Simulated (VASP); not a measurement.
# Mg2C3 (C2/m) in VASP: further runs

The runs below take Mg2C3 through single point, with PBEsol.

Program: VASP 6.6.1. These are calculated values, not measurements. Logs are shortened: lines on timing, memory, paths and dates and some standing lists are left out, and cuts for length are marked.

## 1. The cell of the first run

The structure is monoclinic, space group C2/m (No. 12). The conventional cell has a = 4.381 Å, b = 4.168 Å, c = 4.486 Å, α = 90.00°, β = 101.34°, γ = 90.00°. Mg (site symmetry m) has 11 C at 2.04 to 3.20 Å and 9 Mg at 2.74 to 3.02 Å within 3.2 Å. C (site symmetry m) has 1 C at 1.29 Å within 1.7 Å. Within 1.7 Å of C (site symmetry 2/m) lie 2 C at 1.29 Å.

## 2. Single point, PBEsol

Contents of INCAR:

```
PREC     = Accurate       # precision mode
ENCUT    = 520            # plane-wave cutoff, eV
EDIFF    = 1E-7           # SCF threshold, eV
ISMEAR   = 0              # smearing method
SIGMA    = 0.02           # smearing width, eV
LREAL    = False          # projectors in reciprocal space
LASPH    = True           # aspherical terms in the spheres
NELM     = 100            # most SCF steps
ALGO     = Normal         # electronic algorithm
ISIF     = 2              # what is computed and relaxed
LWAVE    = False          # write WAVECAR
LCHARG   = True           # write CHGCAR
GGA      = PS             # functional
LELF     = True           # ELF
LVHAR    = True         
NBANDS   = 16             # bands
```

Contents of KPOINTS:

```
regular mesh
0
Gamma
  10 10 6
```

Contents of POSCAR:

```
Mg2C3
1.0
    2.1899500876     -2.0840419640      0.0572967699
    2.1899500876      2.0840419640      0.0572967699
   -0.9971364245      0.0000000000      4.3742041432
Mg C
2 3
Direct
    0.8090616164      0.8090616164      0.2080868490
    0.1909383836      0.1909383836      0.7919131510
    0.2888704313      0.2888704313      0.2565377205
    0.7111295687      0.7111295687      0.7434622795
    0.5000000000      0.5000000000      0.5000000000
```

Potentials or basis: VASP PAW PBE potentials, release 64 (Mg, C).

Run with:

```console
> cat potpaw_PBE.64/Mg/POTCAR potpaw_PBE.64/C/POTCAR > POTCAR
> mpirun -np 1 vasp_std > vasp.out
```

OUTCAR:

```text
PREC = Accurate
   ENCUT = 520
   EDIFF = 1E-7
   ISMEAR = 0
   LREAL = False
   LASPH = True
   NELM = 100
   ISIF = 2
   GGA = PS

 ion  position               nearest neighbor table
   1  0.809  0.809  0.208-   4 2.04   5 2.06   3 2.07   3 2.10   3 2.10   3 2.33   5 2.52   5 2.52
                             4 2.52   2 2.74   2 2.78   2 2.78   2 2.82   2 2.97   2 3.46   2 3.46
   2  0.191  0.191  0.792-   3 2.04   5 2.06   4 2.07   4 2.10   4 2.10   4 2.33   5 2.52   5 2.52
                             3 2.52   1 2.74   1 2.78   1 2.78   1 2.82   1 2.97   1 3.46   1 3.46
   3  0.289  0.289  0.257-   5 1.29   2 2.04   1 2.07   1 2.10   1 2.10   1 2.33   2 2.52
   4  0.711  0.711  0.743-   5 1.29   1 2.04   2 2.07   2 2.10   2 2.10   2 2.33   1 2.52
   5  0.500  0.500  0.500-   3 1.29   4 1.29   1 2.06   2 2.06   2 2.52   2 2.52   1 2.52   1 2.52

  LATTYP: Found a base centered monoclinic cell.
 ALAT       =     4.3813990031
 B/A-ratio  =     0.9513134789
 C/A-ratio  =     1.0239691941
 COS(beta)  =    -0.1966802985

  Lattice vectors:

 A1 = (   2.1899500876,  -2.0840419640,   0.0572967699)
 A2 = (   2.1899500876,   2.0840419640,   0.0572967699)
 A3 = (  -0.9971364245,   0.0000000000,   4.3742041432)

Analysis of symmetry for initial positions (statically):
=====================================================================
 Subroutine PRICEL returns:
 Original cell was already a primitive cell.

 Routine SETGRP: Setting up the symmetry group for a
 base centered monoclinic supercell.

 Subroutine GETGRP returns: Found  4 space group operations
 (whereof  4 operations were pure point group operations)
 out of a pool of  4 trial point group operations.

The static configuration has the point symmetry C_2h.

Analysis of symmetry for dynamics (positions and initial velocities):
=====================================================================
 Subroutine PRICEL returns:
 Original cell was already a primitive cell.

 Routine SETGRP: Setting up the symmetry group for a
 base centered monoclinic supercell.

 Subroutine GETGRP returns: Found  4 space group operations
 (whereof  4 operations were pure point group operations)
 out of a pool of  4 trial point group operations.

The dynamic configuration has the point symmetry C_2h.

 Subroutine INISYM returns: Found  4 space group operations
 (whereof  4 operations are pure point group operations),
 and found     1 'primitive' translations

----------------------------------------------------------------------------------------

                                     Primitive cell

  volume of cell :      40.1654

  direct lattice vectors                    reciprocal lattice vectors
     2.189950088 -2.084041964  0.057296770     0.226962061 -0.239918394  0.051737900
     2.189950088  2.084041964  0.057296770     0.226962061  0.239918394  0.051737900
    -0.997136424  0.000000000  4.374204143    -0.005945856  0.000000000  0.227257608

  length of vectors
     3.023639399  3.023639399  4.486417606     0.334289430  0.334289430  0.227335377

  position of ions in fractional coordinates (direct lattice)
     0.809061616  0.809061616  0.208086849
     0.190938384  0.190938384  0.791913151
     0.288870431  0.288870431  0.256537720
     0.711129569  0.711129569  0.743462280
     0.500000000  0.500000000  0.500000000

  ion indices of the primitive-cell ions
   primitive index   ion index
                 1           1
                 2           2
                 3           3
                 4           4
                 5           5

----------------------------------------------------------------------------------------

 KPOINTS: regular mesh

Automatic generation of k-mesh.
 Grid dimensions read from file:
 generate k-points for:   10   10    6

 Generating k-lattice:

  Cartesian coordinates                     Fractional coordinates (reciprocal lattice)
     0.022696206 -0.023991839  0.005173790     0.100000000  0.000000000  0.000000000
     0.022696206  0.023991839  0.005173790     0.000000000  0.100000000  0.000000000
    -0.000990976  0.000000000  0.037876268     0.000000000  0.000000000  0.166666667

  Length of vectors
     0.033428943  0.033428943  0.037889229

  Shift w.r.t. Gamma in fractional coordinates (k-lattice)
     0.000000000  0.000000000  0.000000000

 Subroutine IBZKPT returns following result:
 ===========================================

 Found    172 irreducible k-points:

 Following reciprocal coordinates:
            Coordinates               Weight
  0.000000  0.000000  0.000000      1.000000
  0.100000 -0.000000  0.000000      4.000000
  0.200000 -0.000000  0.000000      4.000000
  0.300000 -0.000000  0.000000      4.000000
  0.400000  0.000000  0.000000      4.000000
  0.500000 -0.000000  0.000000      2.000000
[... 16 lines left out ...]
  0.300000  0.300000  0.000000      2.000000
  0.400000  0.300000  0.000000      4.000000
 [... further k-points ...]
   k-points           NKPTS =    172   k-points in BZ     NKDIM =    172   number of bands    NBANDS=     16
   number of dos      NEDOS =    301   number of ions     NIONS =      5
   total plane-waves  NPLWV =  20736
   dimension x,y,z NGX =    24 NGY =   24 NGZ =   36
   dimension x,y,z NGXF=    48 NGYF=   48 NGZF=   72
   ions per type =               2   3
   NGX,Y,Z   is equivalent  to a cutoff of  13.20, 13.20, 13.34 a.u.
   NGXF,Y,Z  is equivalent  to a cutoff of  26.39, 26.39, 26.68 a.u.
 SYSTEM =  unknown system
   PREC   = accura    normal or accurate (medium, high low for compatibility)
   ISTART =      0    job   : 0-new  1-cont  2-samecut
   ICHARG =      2    charge: 1-file 2-atom 10-const
   ISPIN  =      1    spin polarized calculation?
   LNONCOLLINEAR =      F non collinear calculations
   LSORBIT =      F    spin-orbit coupling
   LASPH  =      T    aspherical Exc in radial PAW
   ENCUT  =  520.0 eV  38.22 Ry    6.18 a.u.   5.62  5.62  8.34*2*pi/ulx,y,z
   NELM   =    100;   NELMIN=  2; NELMDL= -5     # of ELM steps
   EDIFF  = 0.1E-06   stopping-criterion for ELM
   LREAL  =      F    real-space projection
   EDIFFG = 0.1E-05   stopping-criterion for IOM
   NSW    =      0    number of steps for IOM
   IBRION =     -1    ionic relax: 0-MD 1-quasi-New 2-CG
   NFREE  =      0    steps in history (QN), initial steepest desc. (CG)
   ISIF   =      2    stress and relaxation
   ISYM   =      2    0-nonsym 1-usesym 2-fastsym
   POTIM  = 0.5000    time-step for ionic-motion
   TEBEG  =    0.0;   TEEND  =   0.0 temperature during run
   PSTRESS=    0.0 pullay stress
   NELECT =      16.0000    total number of electrons
   NUPDOWN=      -1.0000    fix difference up-down
   EMIN   =  10.00;   EMAX   =-10.00  energy-range for DOS
   EFERMI =   0.00;   METHOD = LEGACY
   ISMEAR =     0;   SIGMA  =   0.02  broadening in eV -4-tet -1-fermi 0-gaus
   EFERMI_NEDOS =   21; number of points for ismear=-14 and -15
   IALGO  =     38    algorithm
   IMIX   =      4    mixing-type and parameters
     AMIX     =   0.40;   BMIX     =  1.00
     AMIX_MAG =   1.60;   BMIX_MAG =  1.00
  volume/ion in A,a.u.               =       8.03        54.21
  Fermi-wavevector in a.u.,A,eV,Ry     =   1.204566  2.276300 19.741784  1.450980
  Thomas-Fermi vector in A             =   2.340288
   LORBIT       =      0    0 simple, 1 ext, 2 COOP (PROOUT), +10 PAW based schemes
   GGA     = PS    functional components
   LHFCALC =     F    Hartree Fock is set to
   AEXX    =    0.0000 exact exchange contribution
   IVDW    =     0    specifies the selected vdW correction
   LEPSILON=     F    determine dielectric tensor
   LRPA    =     F    only Hartree local field effects (RPA)
 non-spin polarized calculation
 Gauss-broadening in eV      SIGMA  =   0.02
  energy-cutoff  :      520.00
  volume of cell :       40.17
 maximum number of plane-waves:      1103
   NGX = 11   NGY = 11   NGZ = 17

 number of electron      16.0000002 magnetization

 Free energy of the ion-electron system (eV)
  ---------------------------------------------------
  ext. energy  EPLUGINS =         0.00000000
  ---------------------------------------------------
  free energy    TOTEN  =       -29.31954263 eV

  energy without entropy =      -29.31954263  energy(sigma->0) =      -29.31954263

 E-fermi :   7.0931     XC(G=0): -11.9432

 val. band max:        6.9595654660   @ k =   0.1000   0.1000   0.3333
 cond. band min:       8.6446972899   @ k =   0.5000   0.5000   0.0000
 fundamental gap:      1.6851318239
 Fermi energy:         7.0930943228

 k-point     1 :       0.0000    0.0000    0.0000
  band No.  band energies     occupation
      1     -10.5989      2.00000
      2      -5.8421      2.00000
      3      -1.3529      2.00000
      4       2.5711      2.00000
      5       3.5018      2.00000
      6       4.1800      2.00000
[... 8 lines left out ...]
     15      19.5326      0.00000
     16      19.8625      0.00000

 k-point     2 :       0.1000   -0.0000    0.0000
  band No.  band energies     occupation
      1     -10.5068      2.00000
      2      -5.8216      2.00000
      3      -1.2560      2.00000
      4       2.1802      2.00000
      5       3.1598      2.00000
      6       4.0556      2.00000
[... 8 lines left out ...]
     15      19.1786      0.00000
     16      19.8711      0.00000

 k-point     3 :       0.2000   -0.0000    0.0000
  band No.  band energies     occupation
      1     -10.2464      2.00000
      2      -5.7846      2.00000
      3      -1.0138      2.00000
      4       1.1097      2.00000
      5       3.0010      2.00000
      6       3.8558      2.00000
[... 8 lines left out ...]
     15      18.6595      0.00000
     16      19.5185      0.00000
[... 362 lines left out ...]
 k-point    23 :       0.3000    0.3000    0.0000
  band No.  band energies     occupation
      1      -9.2511      2.00000
      2      -5.7127      2.00000
      3       0.1821      2.00000
      4       0.2029      2.00000
      5       0.9517      2.00000
      6       2.2438      2.00000
[... 8 lines left out ...]
     15      20.3724      0.00000
     16      20.4554      0.00000

 k-point    24 :       0.4000    0.3000    0.0000
  band No.  band energies     occupation
      1      -8.9261      2.00000
      2      -5.7192      2.00000
      3      -0.5610      2.00000
      4       0.5237      2.00000
      5       1.2966      2.00000
      6       2.0640      2.00000
[... 8 lines left out ...]
     15      20.5428      0.00000
     16      21.0204      0.00000

 [... further k-points ...]
[... 5 lines left out ...]
  --------------------------------------------------------------------------------------
  -------------------------------------------------------------------------------------
  Total       15.2318780     15.1992276     15.3068938      0.0000000      0.0000000      0.0752605
  in kB      607.5916474    606.2892380    610.5839879      0.0000000      0.0000000      3.0021022
  external PRESSURE =     608.1549578 kB  Pullay stress =       0.0000000 kB

 VOLUME and BASIS-vectors are now :
 -----------------------------------------------------------------------------
  energy-cutoff  :      520.00
  volume of cell :       40.17
      direct lattice vectors                 reciprocal lattice vectors
     2.189950088 -2.084041964  0.057296770     0.226962061 -0.239918394  0.051737900
     2.189950088  2.084041964  0.057296770     0.226962061  0.239918394  0.051737900
    -0.997136424  0.000000000  4.374204143    -0.005945856  0.000000000  0.227257608

 POSITION                                       TOTAL-FORCE (eV/Angst)
 -----------------------------------------------------------------------------------
      3.33612      0.00000      1.00293        -0.002934      0.000000      0.002942
      0.04665      0.00000      3.48587         0.002934      0.000000     -0.002942
      1.00942      0.00000      1.15525        -0.017783      0.000000     -0.024700
      2.37334      0.00000      3.33355         0.017783      0.000000      0.024700
      1.69138      0.00000      2.24440         0.000000      0.000000      0.000000
 -----------------------------------------------------------------------------------
    total drift:                                0.000000     -0.000000     -0.000000

  FREE ENERGIE OF THE ION-ELECTRON SYSTEM (eV)
  ---------------------------------------------------
  free  energy   TOTEN  =       -29.3195426280 eV

  energy  without entropy=      -29.3195426280  energy(sigma->0) =      -29.31954263
```

Wall time 92 s (1 thread of Intel Xeon 8259CL, shared host); peak memory 0.23 GiB.

What came out:

* Free energy: -29.3195 eV
* Pressure: 60.8 GPa
* Largest force: 0.030 eV/Å
* Band gap on the k mesh: 1.69 eV (least direct gap 2.91 eV)

Forces on the atoms (eV/Å):
```
Mg  -0.003  0.000  0.003
Mg   0.003  0.000 -0.003
C   -0.018  0.000 -0.025
C    0.018  0.000  0.025
C    0.000  0.000  0.000
```

Stress tensor (GPa, compression positive):
```
60.76  0.00  0.30
 0.00 60.63  0.00
 0.30  0.00 61.06
```

Caveat: the cell stands under pressure; the PAW data sets were made with another functional, which shifts forces and pressure a little. A k mesh can miss the band edges.

[end of part 1 of 2]
